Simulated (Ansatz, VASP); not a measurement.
Pt3Pb in VASP and in Ansatz

Contents of INCAR:

```
SYSTEM = Pt3Pb
PREC = Accurate ; ENCUT = 520
EDIFF = 1E-8 ; ISMEAR = -1
SIGMA = 0.15 ; LREAL = .False.
LASPH = .True. ; NELM = 80
ALGO = Normal ; ISIF = 2
LWAVE = .False. ; LCHARG = .False.
GGA = CA ; LEFG = .True.
NBANDS = 30
```

File KPOINTS:

```
Automatic mesh
0
Gamma
  10 10 10
  0 0 0
```

The input POSCAR:

```
Pt3Pb
1.0
    4.0404477633      0.0000000000      0.0000000000
    0.0000000000      4.0404477633      0.0000000000
    0.0000000000      0.0000000000      4.0404477633
Pt Pb
3 1
Direct
    0.0000000000      0.5000000000      0.5000000000
    0.5000000000      0.0000000000      0.5000000000
    0.5000000000      0.5000000000      0.0000000000
    0.0000000000      0.0000000000      0.0000000000
```

Input for Ansatz:

```yaml
crystal:
  lattice:
    - [4.0404477633, 0.0, 0.0]
    - [0.0, 4.0404477633, 0.0]
    - [0.0, 0.0, 4.0404477633]
  atoms:
    - { symbol: Pt, position: [0.0, 0.5, 0.5] }
    - { symbol: Pt, position: [0.5, 0.0, 0.5] }
    - { symbol: Pt, position: [0.5, 0.5, 0.0] }
    - { symbol: Pb, position: [0.0, 0.0, 0.0] }
basis:
  ecutwfc: 420
kpoints:
  mp_grid: { grid: [10, 10, 10] }
hamiltonian:
  xc: lda
scf:
  occupations: { method: fermi_dirac, width: 0.15 }
output:
  forces: true
  stress: true
  eigenvalues: true
  efg: {}
checkpoint:
  read: start.run
  write: ck
  compress: false
  write_wavefunctions: false
  write_every: 100000
```

Alike in both runs: task electric field gradients; functional LDA; k mesh 10 × 10 × 10; occupations fermi-dirac, width 0.15 eV; no spin polarisation.

```csv
,VASP,Ansatz
version,VASP 6.6.1,Ansatz 0.2.0
potentials or method,"VASP PAW LDA potentials, release 64 (Pt, Pb_d), cutoff 520 eV","scalar-relativistic, plane waves, PAW"
valence electrons in the cell,44,68
```

```tsv
	VASP	Ansatz	Ansatz less VASP
gap on the k mesh at the Fermi level (eV)	none	none	-
pressure (GPa)	0.7	0.0	-0.66
size of Vzz on the site where it differs most (V/Å²)	144.4	152.9	+8.50
```

LDA's correlation is that of Perdew and Zunger in VASP and of Perdew and Wang (1992) in Ansatz. A gap of «none» marks a metal or a gap that the smearing closes. VASP's potentials hold 44 valence electrons a cell and Ansatz's 68, so a difference there can come from the potentials and not from the codes.

Neither program's run includes spin-orbit coupling.
